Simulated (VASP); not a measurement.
# Cd3HgTe4 (P-43m) in VASP: relaxation of cell and atoms with PBE

Aim: the relaxation of cell and atoms of Cd3HgTe4 with PBE.

Everything below comes from runs of VASP 6.6.1. Logs are shortened: lines on timing, memory, paths and dates and some standing lists are left out, and cuts for length are marked.

## (1) The cell of the first run

The structure is cubic, space group P-43m (No. 215). The conventional cell has a = 6.621 Å, b = 6.621 Å, c = 6.621 Å, α = 90.00°, β = 90.00°, γ = 90.00°. Cd (site symmetry -42m) has 4 Te at 2.86 Å within 3.8 Å. Within 3.8 Å of Hg (site symmetry -43m) lie 4 Te at 2.88 Å. Te (site symmetry 3m) has 3 Cd at 2.86 Å and 1 Hg at 2.88 Å within 3.8 Å.

## (2) Relaxation of cell and atoms, PBE

Input file INCAR:

```
SYSTEM = Cd3HgTe4
ALGO = Normal
EDIFF = 1E-7
EDIFFG = -0.01
ENCUT = 600
GGA = PE
IBRION = 2
ISIF = 3
ISMEAR = 0
LASPH = .TRUE.
LCHARG = .FALSE.
LREAL = .FALSE.
LWAVE = .FALSE.
NELM = 100
NSW = 100
PREC = Accurate
SIGMA = 0.01
```

Input file KPOINTS:

```
k-points
0
G
  6 6 6
  0 0 0
```

Input file POSCAR:

```
Cd3HgTe4
1.0
    6.6210082437      0.0000000000      0.0000000000
    0.0000000000      6.6210082437      0.0000000000
    0.0000000000      0.0000000000      6.6210082437
Cd Hg Te
3 1 4
Direct
    0.0000000000      0.5000000000      0.5000000000
    0.5000000000      0.0000000000      0.5000000000
    0.5000000000      0.5000000000      0.0000000000
    0.0000000000      0.0000000000      0.0000000000
    0.7490940393      0.7490940393      0.2509059607
    0.7490940393      0.2509059607      0.7490940393
    0.2509059607      0.7490940393      0.7490940393
    0.2509059607      0.2509059607      0.2509059607
```

Potentials or basis: VASP PAW PBE potentials, release 64 (Cd, Hg, Te).

Launch:

```sh
$ cat potpaw_PBE.64/Cd/POTCAR potpaw_PBE.64/Hg/POTCAR potpaw_PBE.64/Te/POTCAR > POTCAR
$ mpirun -np 1 vasp_std > vasp.out
```

OUTCAR:

```text
SYSTEM = Cd3HgTe4
   EDIFF = 1E-7
   EDIFFG = -0.01
   ENCUT = 600
   GGA = PE
   IBRION = 2
   ISIF = 3
   ISMEAR = 0
   LASPH = .TRUE.
   LREAL = .FALSE.
   NELM = 100
   NSW = 100
   PREC = Accurate

 ion  position               nearest neighbor table
   1  0.000  0.500  0.500-   5 2.86   6 2.86   7 2.86   8 2.86
   2  0.500  0.000  0.500-   5 2.86   6 2.86   7 2.86   8 2.86
   3  0.500  0.500  0.000-   5 2.86   6 2.86   7 2.86   8 2.86
   4  0.000  0.000  0.000-   5 2.88   6 2.88   7 2.88   8 2.88
   5  0.749  0.749  0.251-   1 2.86   2 2.86   3 2.86   4 2.88
   6  0.749  0.251  0.749-   1 2.86   2 2.86   3 2.86   4 2.88
   7  0.251  0.749  0.749-   1 2.86   2 2.86   3 2.86   4 2.88
   8  0.251  0.251  0.251-   1 2.86   2 2.86   3 2.86   4 2.88

  LATTYP: Found a simple cubic cell.
 ALAT       =     6.6210082437

  Lattice vectors:

 A1 = (   6.6210082437,   0.0000000000,   0.0000000000)
 A2 = (   0.0000000000,   6.6210082437,   0.0000000000)
 A3 = (   0.0000000000,   0.0000000000,   6.6210082437)

Analysis of symmetry for initial positions (statically):
=====================================================================
 Subroutine PRICEL returns:
 Original cell was already a primitive cell.

 Routine SETGRP: Setting up the symmetry group for a
 simple cubic supercell.

 Subroutine GETGRP returns: Found 24 space group operations
 (whereof 24 operations were pure point group operations)
 out of a pool of 48 trial point group operations.

The static configuration has the point symmetry T_d .

Analysis of symmetry for dynamics (positions and initial velocities):
=====================================================================
 Subroutine PRICEL returns:
 Original cell was already a primitive cell.

 Routine SETGRP: Setting up the symmetry group for a
 simple cubic supercell.

 Subroutine GETGRP returns: Found 24 space group operations
 (whereof 24 operations were pure point group operations)
 out of a pool of 48 trial point group operations.

The dynamic configuration has the point symmetry T_d .

 Subroutine INISYM returns: Found 24 space group operations
 (whereof 24 operations are pure point group operations),
 and found     1 'primitive' translations

----------------------------------------------------------------------------------------
[... 170 lines left out ...]

 POSITION                                       TOTAL-FORCE (eV/Angst)
 -----------------------------------------------------------------------------------
      0.00000      3.31050      3.31050         0.000000     -0.000000     -0.000000
      3.31050      0.00000      3.31050        -0.000000     -0.000000     -0.000000
      3.31050      3.31050      0.00000         0.000000      0.000000     -0.000000
      0.00000      0.00000      0.00000        -0.000000     -0.000000     -0.000000
      4.95976      4.95976      1.66125         0.000597      0.000597     -0.000597
      4.95976      1.66125      4.95976         0.000597     -0.000597      0.000597
      1.66125      4.95976      4.95976        -0.000597      0.000597      0.000597
      1.66125      1.66125      1.66125        -0.000597     -0.000597     -0.000597
 -----------------------------------------------------------------------------------
    total drift:                               -0.000000     -0.000000     -0.000000

  FREE ENERGIE OF THE ION-ELECTRON SYSTEM (eV)
  ---------------------------------------------------
  free  energy   TOTEN  =       -18.0648125180 eV

  energy  without entropy=      -18.0648125180  energy(sigma->0) =      -18.06481252

--------------------------------------- Ionic step        2  -------------------------------------------

 number of electron      72.0000001 magnetization

 Free energy of the ion-electron system (eV)
  ---------------------------------------------------
  ext. energy  EPLUGINS =         0.00000000
  ---------------------------------------------------
  free energy    TOTEN  =       -18.06541585 eV

  energy without entropy =      -18.06541585  energy(sigma->0) =      -18.06541585

 E-fermi :   1.9302     XC(G=0):  -8.3098

 val. band max:        1.8850495105   @ k =   0.0000   0.0000   0.0000
 cond. band min:       2.0589484524   @ k =   0.0000   0.0000   0.0000
 fundamental gap:      0.1738989419
 Fermi energy:         1.9302457536

 k-point     1 :       0.0000    0.0000    0.0000
  band No.  band energies     occupation
      1      -9.0829      2.00000
      2      -8.5929      2.00000
      3      -8.5929      2.00000
      4      -8.5929      2.00000
      5      -6.2462      2.00000
      6      -6.2462      2.00000
[... 909 lines left out ...]
     42       6.9998      0.00000
     43       6.9998      0.00000

------------------------ aborting loop because EDIFF is reached ----------------------------------------

  FORCE on cell =-STRESS in cart. coord.  units (eV):
  Direction    XX          YY          ZZ          XY          YZ          ZX
  --------------------------------------------------------------------------------------
  -------------------------------------------------------------------------------------
  Total       -0.0350995     -0.0350995     -0.0350995     -0.0000000      0.0000000      0.0000000
  in kB       -0.1927576     -0.1927576     -0.1927576     -0.0000000      0.0000000      0.0000000
  external PRESSURE =      -0.1927576 kB  Pullay stress =       0.0000000 kB

 VOLUME and BASIS-vectors are now :
 -----------------------------------------------------------------------------
  energy-cutoff  :      600.00
  volume of cell :      291.74
      direct lattice vectors                 reciprocal lattice vectors
     6.632340527 -0.000000000 -0.000000000     0.150776335  0.000000000  0.000000000
    -0.000000000  6.632340527 -0.000000000     0.000000000  0.150776335  0.000000000
    -0.000000000 -0.000000000  6.632340527     0.000000000  0.000000000  0.150776335

 POSITION                                       TOTAL-FORCE (eV/Angst)
 -----------------------------------------------------------------------------------
     -0.00000      3.31617      3.31617         0.000000     -0.000000     -0.000000
      3.31617      6.63234      3.31617         0.000000     -0.000000     -0.000000
      3.31617      3.31617      6.63234         0.000000      0.000000     -0.000000
      6.63234      6.63234      6.63234         0.000000      0.000000     -0.000000
      4.96828      4.96828      1.66406         0.000422      0.000422     -0.000422
      4.96828      1.66406      4.96828         0.000422     -0.000422      0.000422
      1.66406      4.96828      4.96828        -0.000422      0.000422      0.000422
      1.66406      1.66406      1.66406        -0.000422     -0.000422     -0.000422
 -----------------------------------------------------------------------------------
    total drift:                               -0.000000     -0.000000     -0.000000

  FREE ENERGIE OF THE ION-ELECTRON SYSTEM (eV)
  ---------------------------------------------------
  free  energy   TOTEN  =       -18.0654158474 eV

  energy  without entropy=      -18.0654158474  energy(sigma->0) =      -18.06541585

 reached required accuracy - stopping structural energy minimisation
```

OSZICAR:

```text
N       E                     dE             d eps       ncg     rms          rms(c)
DAV:   1     0.511172579471E+03    0.51117E+03   -0.34486E+04  1720   0.163E+03
[... 19 lines left out ...]
DAV:   1    -0.180826024731E+02   -0.17790E-01   -0.38375E-01  1839   0.467E+00    0.101E+00
DAV:   2    -0.180674001016E+02    0.15202E-01   -0.44180E-02  1791   0.189E+00    0.312E-01
DAV:   3    -0.180657929873E+02    0.16071E-02   -0.48146E-03  1822   0.411E-01    0.290E-01
DAV:   4    -0.180654726669E+02    0.32032E-03   -0.56639E-04  1780   0.116E-01    0.542E-02
DAV:   5    -0.180654172083E+02    0.55459E-04   -0.20229E-04  1905   0.106E-01    0.339E-02
DAV:   6    -0.180654162535E+02    0.95479E-06   -0.16397E-05  1847   0.270E-02    0.174E-02
DAV:   7    -0.180654157747E+02    0.47878E-06   -0.52004E-06  1915   0.161E-02    0.443E-03
DAV:   8    -0.180654158474E+02   -0.72703E-07   -0.78453E-07  1776   0.481E-03
   2 F= -.18065416E+02 E0= -.18065416E+02  d E =-.603329E-03
```

CONTCAR:

```text
Cd3HgTe4
   1.00000000000000
     6.6323405271225928   -0.0000000000000000   -0.0000000000000000
    -0.0000000000000000    6.6323405271225928   -0.0000000000000000
    -0.0000000000000000   -0.0000000000000000    6.6323405271225928
  Cd              Hg              Te
     3     1     4
Direct
     0.0000000000000000    0.5000000000000000    0.5000000000000000
     0.5000000000000000    1.0000000000000000    0.5000000000000000
     0.5000000000000000    0.5000000000000000    1.0000000000000000
     1.0000000000000000    1.0000000000000000    1.0000000000000000
     0.7490983924387680    0.7490983924387680    0.2509016075612320
     0.7490983924387680    0.2509016075612320    0.7490983924387680
     0.2509016075612320    0.7490983924387680    0.7490983924387680
     0.2509016075612320    0.2509016075612320    0.2509016075612320

  0.00000000E+00  0.00000000E+00  0.00000000E+00
  0.00000000E+00  0.00000000E+00  0.00000000E+00
  0.00000000E+00  0.00000000E+00  0.00000000E+00
  0.00000000E+00  0.00000000E+00  0.00000000E+00
  0.00000000E+00  0.00000000E+00  0.00000000E+00
  0.00000000E+00  0.00000000E+00  0.00000000E+00
  0.00000000E+00  0.00000000E+00  0.00000000E+00
  0.00000000E+00  0.00000000E+00  0.00000000E+00
```

Run time: 9.3 min. Hardware: 1 thread of Intel Xeon Platinum 8259CL at 2.50GHz (Skylake/Cascade Lake), shared host; peak memory 0.61 GiB.

Results:

```
Free energy                           : -18.0654 eV
Relaxed volume                        : 36.47 Å³/atom
Relaxed cell                          : a = 6.632 Å, b = 6.632 Å, c = 6.632 Å, α = 90.00°, β = 90.00°, γ = 90.00°
Space group after relaxing (to 0.1 Å) : P-43m (No. 215)
Energy gained by relaxing             : 0.1 meV/atom
Ionic steps                           : 2
Pressure after relaxing               : 0.0 GPa
Band gap on the k mesh                : 0.17 eV
```

Step by step:
| step | energy change (eV) | largest force (eV/Å) | pressure (GPa) | volume (Å³) |
| --- | --- | --- | --- | --- |
| 1 | 0.0000 | 0.0010 | 0.16 | 290.25 |
| 2 | -0.0006 | 0.0007 | -0.02 | 291.74 |

Final structure:
```
Cd Hg Te
1.0
     6.63234    0.00000    0.00000
     0.00000    6.63234    0.00000
     0.00000    0.00000    6.63234
Cd Hg Te
3 1 4
Direct
  0.00000 0.50000 0.50000
  0.50000 0.00000 0.50000
  0.50000 0.50000 0.00000
  0.00000 0.00000 0.00000
  0.74910 0.74910 0.25090
  0.74910 0.25090 0.74910
  0.25090 0.74910 0.74910
  0.25090 0.25090 0.25090
```

Caveat: spin-orbit coupling is left out, which moves the levels of the heavy elements.
